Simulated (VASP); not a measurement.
# MgAl8Cu4 in VASP: relaxation of the atoms with PBEsol

Aim: the relaxation of the atoms of MgAl8Cu4 with PBEsol.

Everything below comes from runs of VASP 6.6.1. Logs are shortened: lines on timing, memory, paths and dates and some standing lists are left out, and cuts for length are marked.

### Step 1. The cell of the first run

The cell holds a slab with vacuum, 13 atoms: a = 4.828 Å, b = 4.877 Å, c = 26.125 Å, α = 90.00°, β = 90.00°, γ = 119.67°.

### Step 2. Relaxation of the atoms, PBEsol

Contents of INCAR:

```
ALGO = Normal
DIPOL = 0.5 0.5 0.475
EDIFF = 1E-7
EDIFFG = -0.03
ENCUT = 520
GGA = PS
GGA_COMPAT = False
IBRION = 2
IDIPOL = 3
ISIF = 2
ISMEAR = 0
KPAR = 4
LASPH = True
LCHARG = False
LDIPOL = True
LREAL = False
LWAVE = False
NELM = 120
NELMDL = -8
NELMIN = 4
NSW = 90
PREC = Accurate
SIGMA = 0.1
```

Contents of KPOINTS:

```
k-points
0
Gamma
  7 7 1
```

Contents of POSCAR:

```
MgAl8Cu4
1.0
    4.8278486175      0.0000000000      0.0000000000
   -2.4139243087      4.2377626291      0.0000000000
    0.0000000000      0.0000000000     26.1252049314
Al Cu Mg
8 4 1
Selective dynamics
Direct
    0.4093199579      0.8186399157      0.3253562995  F F F
    0.0906800421      0.1813600843      0.3253562995  F F F
    0.7500000000      0.5000000000      0.3770427965  F F F
    0.2500000000      0.5000000000      0.4358795398  F F F
    0.9102333869      0.8204667739      0.4873173145  T T T
    0.5897666131      0.1795332261      0.4873173145  T T T
    0.2500000000      0.5000000000      0.5427209729  T T T
    0.7500000000      0.5000000000      0.5862225246  T T T
    0.7500000000      0.0000000000      0.4064611682  F F F
    0.2500000000      0.0000000000      0.4064611682  F F F
    0.2500000000      0.0000000000      0.5674063219  T T T
    0.7500000000      0.0000000000      0.5674063219  T T T
    1.0000000000      0.0000000000      0.6612458596  T T T
```

Potentials or basis: VASP PAW PBE potentials, release 64 (Al, Cu, Mg).

Run with:

```console
$ cat potpaw_PBE.64/Al/POTCAR potpaw_PBE.64/Cu/POTCAR potpaw_PBE.64/Mg/POTCAR > POTCAR
$ mpirun -np 4 vasp_std > vasp.out
```

OUTCAR:

```text
EDIFF = 1E-7
   EDIFFG = -0.03
   ENCUT = 520
   GGA = PS
   IBRION = 2
   ISIF = 2
   ISMEAR = 0
   LASPH = True
   LREAL = False
   NELM = 120
   NELMDL = -8
   NELMIN = 4
   NSW = 90
   PREC = Accurate

 ion  position               nearest neighbor table
   1  0.409  0.819  0.325-   9 2.56  10 2.56   2 2.70   2 2.86   2 2.86   3 3.08   3 3.08   3 3.19
                             4 3.19
   2  0.091  0.181  0.325-   9 2.56  10 2.56   1 2.70   1 2.86   1 2.86   3 3.08   3 3.08   3 3.19
                             4 3.19
   3  0.750  0.500  0.377-   9 2.56   9 2.56  10 2.56  10 2.56   4 2.86   4 2.86   1 3.08   2 3.08
                             1 3.08   2 3.08   5 3.18   6 3.18   2 3.19   1 3.19
   4  0.250  0.500  0.436-  10 2.56  10 2.56   9 2.56   9 2.56   7 2.79   3 2.86   3 2.86   6 3.08
                             5 3.08   6 3.08   5 3.08   6 3.18   5 3.18   2 3.19   1 3.19
   5  0.910  0.820  0.487-  12 2.53  11 2.53   9 2.55  10 2.55   6 2.72   6 2.85   6 2.85   8 2.92
                             4 3.08   4 3.08   7 3.13   7 3.13   4 3.18   3 3.18   7 3.22
   6  0.590  0.180  0.487-  12 2.53  11 2.53   9 2.55  10 2.55   5 2.72   5 2.85   5 2.85   8 2.92
                             4 3.08   4 3.08   7 3.13   7 3.13   4 3.18   3 3.18   7 3.22
   7  0.250  0.500  0.543-  11 2.52  11 2.52  12 2.52  12 2.52   8 2.67   8 2.67   4 2.79   5 3.13
                             6 3.13   6 3.13   5 3.13   6 3.22   5 3.22
   8  0.750  0.500  0.586-  12 2.49  12 2.49  11 2.49  11 2.49   7 2.67   7 2.67  13 2.89   6 2.92
                             5 2.92
   9  0.750  0.000  0.406-  10 2.41  10 2.41   5 2.55   6 2.55   4 2.56   4 2.56   3 2.56   3 2.56
                             1 2.56   2 2.56
  10  0.250  0.000  0.406-   9 2.41   9 2.41   5 2.55   6 2.55   4 2.56   4 2.56   3 2.56   3 2.56
                             1 2.56   2 2.56
  11  0.250  0.000  0.567-  12 2.41  12 2.41   8 2.49   8 2.49   7 2.52   7 2.52   5 2.53   6 2.53
                            13 2.73
  12  0.750  0.000  0.567-  11 2.41  11 2.41   8 2.49   8 2.49   7 2.52   7 2.52   5 2.53   6 2.53
                            13 2.73
  13  0.000  0.000  0.661-  11 2.73  12 2.73   8 2.89

  LATTYP: Found a base centered orthorhombic cell.
 ALAT       =     4.8278486175
 B/A-ratio  =     1.7555490923
 C/A-ratio  =     5.4113554507

  Lattice vectors:

 A1 = (   2.4139243087,  -4.2377626291,   0.0000000000)
 A2 = (   2.4139243088,   4.2377626291,   0.0000000000)
 A3 = (   0.0000000000,   0.0000000000,  26.1252049314)

Analysis of symmetry for initial positions (statically):
=====================================================================
 Subroutine PRICEL returns:
 Original cell was already a primitive cell.

 Routine SETGRP: Setting up the symmetry group for a
 base centered orthorhombic supercell.

 Subroutine GETGRP returns: Found  2 space group operations
 (whereof  2 operations were pure point group operations)
 out of a pool of  8 trial point group operations.

The static configuration has the point symmetry C_1h.

Analysis of symmetry for dynamics (positions and initial velocities):
=====================================================================
 Subroutine PRICEL returns:
 Original cell was already a primitive cell.

 Routine SETGRP: Setting up the symmetry group for a
 base centered orthorhombic supercell.

 Subroutine GETGRP returns: Found  2 space group operations
 (whereof  2 operations were pure point group operations)
 out of a pool of  8 trial point group operations.

The dynamic configuration has the point symmetry C_1h.

Analysis of constrained symmetry for selective dynamics:
=====================================================================
 Subroutine PRICEL returns:
 Original cell was already a primitive cell.

 Routine SETGRP: Setting up the symmetry group for a
 base centered orthorhombic supercell.

 Subroutine GETGRP returns: Found  2 space group operations
 (whereof  2 operations were pure point group operations)
 out of a pool of  8 trial point group operations.

The constrained configuration has the point symmetry C_1h.

 Subroutine INISYM returns: Found  2 space group operations
 (whereof  2 operations are pure point group operations),
 and found     1 'primitive' translations

[... 74 lines left out ...]
  0.142857 -0.000000  0.000000      4.000000
  0.285714 -0.000000  0.000000      4.000000
  0.428571  0.000000  0.000000      4.000000
  0.000000  0.142857  0.000000      2.000000
  0.142857  0.142857  0.000000      4.000000
[... 8 lines left out ...]
  0.000000  0.428571  0.000000      2.000000
  0.142857  0.428571  0.000000      2.000000
   k-points           NKPTS =     16   k-points in BZ     NKDIM =     16   number of bands    NBANDS=     42
   number of dos      NEDOS =    301   number of ions     NIONS =     13
   total plane-waves  NPLWV = 254016
   dimension x,y,z NGX =    36 NGY =   36 NGZ =  196
   dimension x,y,z NGXF=    72 NGYF=   72 NGZF=  392
   ions per type =               8   4   1
   NGX,Y,Z   is equivalent  to a cutoff of  12.40, 12.27, 12.47 a.u.
   NGXF,Y,Z  is equivalent  to a cutoff of  24.79, 24.54, 24.94 a.u.
 SYSTEM =  unknown system
   PREC   = accura    normal or accurate (medium, high low for compatibility)
   ISTART =      0    job   : 0-new  1-cont  2-samecut
   ICHARG =      2    charge: 1-file 2-atom 10-const
   ISPIN  =      1    spin polarized calculation?
   LNONCOLLINEAR =      F non collinear calculations
   LSORBIT =      F    spin-orbit coupling
   LASPH  =      T    aspherical Exc in radial PAW
   ENCUT  =  520.0 eV  38.22 Ry    6.18 a.u.   8.98  9.07 48.58*2*pi/ulx,y,z
   NELM   =    120;   NELMIN=  4; NELMDL= -8     # of ELM steps
   EDIFF  = 0.1E-06   stopping-criterion for ELM
   LREAL  =      F    real-space projection
   EDIFFG = -.3E-01   stopping-criterion for IOM
   NSW    =     90    number of steps for IOM
   IBRION =      2    ionic relax: 0-MD 1-quasi-New 2-CG
   NFREE  =      1    steps in history (QN), initial steepest desc. (CG)
   ISIF   =      2    stress and relaxation
   ISYM   =      2    0-nonsym 1-usesym 2-fastsym
   POTIM  = 0.5000    time-step for ionic-motion
   TEBEG  =    0.0;   TEEND  =   0.0 temperature during run
   PSTRESS=    0.0 pullay stress
   NELECT =      70.0000    total number of electrons
   NUPDOWN=      -1.0000    fix difference up-down
   EMIN   =  10.00;   EMAX   =-10.00  energy-range for DOS
   EFERMI =   0.00;   METHOD = LEGACY
   ISMEAR =     0;   SIGMA  =   0.10  broadening in eV -4-tet -1-fermi 0-gaus
   EFERMI_NEDOS =   21; number of points for ismear=-14 and -15
   IALGO  =     38    algorithm
   IMIX   =      4    mixing-type and parameters
     AMIX     =   0.40;   BMIX     =  1.00
     AMIX_MAG =   1.60;   BMIX_MAG =  1.00
  volume/ion in A,a.u.               =      41.12       277.46
  Fermi-wavevector in a.u.,A,eV,Ry     =   0.831363  1.571049  9.403870  0.691165
  Thomas-Fermi vector in A             =   1.944238
   LORBIT       =      0    0 simple, 1 ext, 2 COOP (PROOUT), +10 PAW based schemes
   GGA     = PS    functional components
   LHFCALC =     F    Hartree Fock is set to
   AEXX    =    0.0000 exact exchange contribution
   IVDW    =     0    specifies the selected vdW correction
   LEPSILON=     F    determine dielectric tensor
   LRPA    =     F    only Hartree local field effects (RPA)
 conjugate gradient relaxation of ions
 non-spin polarized calculation
 Gauss-broadening in eV      SIGMA  =   0.10
  energy-cutoff  :      520.00
  volume of cell :      534.50
 maximum number of plane-waves:     14440
   NGX = 17   NGY = 19   NGZ = 97

 dipolmoment           0.000000      0.000000      0.654850 electrons x Angstroem

--------------------------------------- Ionic step        1  -------------------------------------------

 number of electron      70.0000011 magnetization

 Free energy of the ion-electron system (eV)
  ---------------------------------------------------
  ext. energy  EPLUGINS =         0.00000000
  ---------------------------------------------------
  free energy    TOTEN  =       -50.23529758 eV

  energy without entropy =      -50.20513275  energy(sigma->0) =      -50.22021516

------------------------ aborting loop because EDIFF is reached ----------------------------------------

  FORCE on cell =-STRESS in cart. coord.  units (eV):
  Direction    XX          YY          ZZ          XY          YZ          ZX
  --------------------------------------------------------------------------------------
  -------------------------------------------------------------------------------------
  Total       -1.3293325     -2.8257364      0.1557046     -0.0000000      0.8115307      0.0000000
  in kB       -3.9846870     -8.4701724      0.4667259     -0.0000000      2.4325711      0.0000000
  external PRESSURE =      -3.9960445 kB  Pullay stress =       0.0000000 kB
[... 122 lines left out ...]
  FREE ENERGIE OF THE ION-ELECTRON SYSTEM (eV)
  ---------------------------------------------------
  free  energy   TOTEN  =       -50.2797147729 eV

  energy  without entropy=      -50.2498058442  energy(sigma->0) =      -50.26476031

[... ionic steps 4 to 35 ...]

--------------------------------------- Ionic step       36  -------------------------------------------

 number of electron      70.0000009 magnetization

------------------------ aborting loop because EDIFF is reached ----------------------------------------
[... 89 lines left out ...]
--------------------------------------- Ionic step       38  -------------------------------------------

 number of electron      70.0000015 magnetization

 dipolmoment           0.000000      0.000000     -0.107187 electrons x Angstroem

 Free energy of the ion-electron system (eV)
  ---------------------------------------------------
  ext. energy  EPLUGINS =         0.00000000
  ---------------------------------------------------
  free energy    TOTEN  =       -50.54937002 eV

  energy without entropy =      -50.51711108  energy(sigma->0) =      -50.53324055

 E-fermi :   0.3611     XC(G=0):  -4.7754

 val. band max:        0.3019448332   @ k =   0.1429   0.2857   0.0000
 cond. band min:       0.3720155210   @ k =   0.1429   0.1429   0.0000
 fundamental gap:      0.0700706878
 Fermi energy:         0.3611131507

 k-point     1 :       0.0000    0.0000    0.0000
  band No.  band energies     occupation
      1     -10.3133      2.00000
      2      -9.1543      2.00000
      3      -7.2204      2.00000
      4      -5.4900      2.00000
      5      -5.1127      2.00000
      6      -4.9636      2.00000
[... 709 lines left out ...]
     41       2.7329      0.00000
     42       2.9556      0.00000

------------------------ aborting loop because EDIFF is reached ----------------------------------------

 vacuum level on the upper side and lower side of the slab       (xc-potential included)        -0.547         0.415

  FORCE on cell =-STRESS in cart. coord.  units (eV):
  Direction    XX          YY          ZZ          XY          YZ          ZX
  --------------------------------------------------------------------------------------
  -------------------------------------------------------------------------------------
  Total       -2.1921874     -3.9380433      0.1698138     -0.0000000      0.0718855      0.0000000
  in kB       -6.5711030    -11.8043232      0.5090186     -0.0000000      0.2154776      0.0000000
  external PRESSURE =      -5.9554692 kB  Pullay stress =       0.0000000 kB
[... 28 lines left out ...]
  FREE ENERGIE OF THE ION-ELECTRON SYSTEM (eV)
  ---------------------------------------------------
  free  energy   TOTEN  =       -50.5493700220 eV

  energy  without entropy=      -50.5171110812  energy(sigma->0) =      -50.53324055

 reached required accuracy - stopping structural energy minimisation

 vacuum level on the upper side and lower side of the slab         3.737         4.715
```

It took 61 min on 4 MPI ranks of Intel Xeon Platinum 8559C (Emerald Rapids), shared host; peak memory 0.82 GiB.

Results:

| Quantity | Value |
| --- | --- |
| Free energy | -50.5494 eV |
| Energy gained by relaxing | 24.2 meV/atom |
| Ionic steps | 38 |
| Band gap on the k mesh | zero (bands 35 and 36 overlap by 0.64 eV) |

Step by step:
```
step  energy change (eV)  largest force on free atoms (eV/Å)  pressure (GPa)
   1              0.0000                              0.4776           -0.40
   2             -0.0221                              0.4131           -0.44
   3             -0.0444                              0.4011           -0.49
   4             -0.0606                              0.3549           -0.52
   5             -0.0906                              0.3405           -0.57
   6             -0.0655                              0.9638           -0.60
   7             -0.0952                              0.4421           -0.59
   8             -0.1171                              0.3632           -0.61
   9             -0.1640                              0.3789           -0.67
  10             -0.1607                              0.6492           -0.68
  11             -0.1800                              0.5015           -0.69
  12             -0.2157                              0.3251           -0.73
  13             -0.2430                              0.2615           -0.75
  14             -0.2633                              0.2182           -0.78
  15             -0.2663                              0.2175           -0.79
  16             -0.2754                              0.1713           -0.78
  17             -0.2877                              0.1885           -0.73
  18             -0.2939                              0.0875           -0.71
  19             -0.2950                              0.1244           -0.71
  20             -0.2971                              0.0775           -0.70
  21             -0.2976                              0.0896           -0.69
  22             -0.2996                              0.0750           -0.69
  23             -0.3003                              0.0762           -0.68
  24             -0.3028                              0.0613           -0.66
  25             -0.3060                              0.0901           -0.60
  26             -0.3063                              0.1078           -0.58
  27             -0.3081                              0.0598           -0.56
  28             -0.3085                              0.0771           -0.55
  29             -0.3097                              0.0574           -0.55
  30             -0.3097                              0.0581           -0.55
  31             -0.3112                              0.0455           -0.55
  32             -0.3119                              0.0611           -0.56
  33             -0.3123                              0.0388           -0.56
  34             -0.3130                              0.0333           -0.57
  35             -0.3133                              0.0608           -0.57
  36             -0.3137                              0.0312           -0.58
  37             -0.3137                              0.0302           -0.58
  38             -0.3141                              0.0226           -0.60
```

Final structure:
```
Al Cu Mg
1.0
     4.82785    0.00000    0.00000
    -2.41392    4.23776    0.00000
     0.00000    0.00000   26.12520
Al Cu Mg
8 4 1
Direct
  0.40932 0.81864 0.32536
  0.09068 0.18136 0.32536
  0.75000 0.50000 0.37704
  0.25000 0.50000 0.43588
  0.90897 0.81795 0.48811
  0.58878 0.17756 0.48848
  0.24946 0.49893 0.53898
  0.74994 0.49989 0.59342
  0.75000 0.00000 0.40646
  0.25000 0.00000 0.40646
  0.24831 0.99412 0.56945
  0.74581 0.99412 0.56945
  0.14253 0.28507 0.64610
```

Caveat: the PAW data sets were made with another functional, which shifts forces and pressure a little.

The gap in the log of VASP goes by the Fermi energy; the results here count the filled bands.